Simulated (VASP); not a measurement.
Wanted: the native input for a VASP 6.6.1 run.

| Item | Value |
| --- | --- |
| Task | relaxation of cell and atoms |
| Functional | PBEsol |
| Potentials or basis | VASP PAW PBE potentials, release 64 (Sc_sv) |
| Cutoff | 500 eV |
| k mesh | 22 × 22 × 22 |
| Occupations | gaussian, width 0.1 eV |
| Spin | no spin polarisation |
| Dipole correction | no |
| Further INCAR settings | ALGO = Normal; EDIFF = 1e-07; IBRION = 2; EDIFFG = -0.01; NSW = 100; ISIF = 3 |

The structure of Sc lies in POSCAR:

```
Sc
1.0
   -1.9172054859      1.9172054859      1.7176030000
    1.9172054859     -1.9172054859      1.7176030000
    1.9172054859      1.9172054859     -1.7176030000
Sc
1
Direct
    0.0000000000      0.0000000000      0.0000000000
```

One way to write it, as run:

INCAR

```
SYSTEM = Sc
PREC = Accurate
ENCUT = 500
EDIFF = 1E-7
ISMEAR = 0
SIGMA = 0.1
LREAL = .False.
LASPH = .True.
NELM = 120
ALGO = Normal
ISIF = 3
LWAVE = .False.
LCHARG = .False.
GGA = PS
IBRION = 2
NSW = 100
EDIFFG = -0.01
GGA_COMPAT = .False.
NELMIN = 4
```

KPOINTS

```
regular mesh
0
Gamma
  22 22 22
  0 0 0
```

Potentials or basis: VASP PAW PBE potentials, release 64 (Sc_sv).

The run is started by

```sh
$ cat potpaw_PBE.64/Sc_sv/POTCAR > POTCAR
$ mpirun -np 1 vasp_std > vasp.out
```

Results of the run:

- Relaxed volume: 23.87 Å³/atom
- Relaxed cell: a = 3.142 Å, b = 3.142 Å, c = 3.142 Å, α = 109.70°, β = 109.70°, γ = 109.02°
- Space group after relaxing (to 0.1 Å): Im-3m (No. 229)
- Energy gained by relaxing: 15.9 meV/atom
- Ionic steps: 9
- Pressure after relaxing: 0.0 GPa
- Band gap on the k mesh: zero (an odd number of electrons rules out a gap without spin polarisation)

Caveat: the PAW data sets were made with another functional, which shifts forces and pressure a little.

Run time: 11 min on 1 thread of Oxide Virtual Turin-like Processor, with other jobs on the host, peak memory 0.29 GiB.
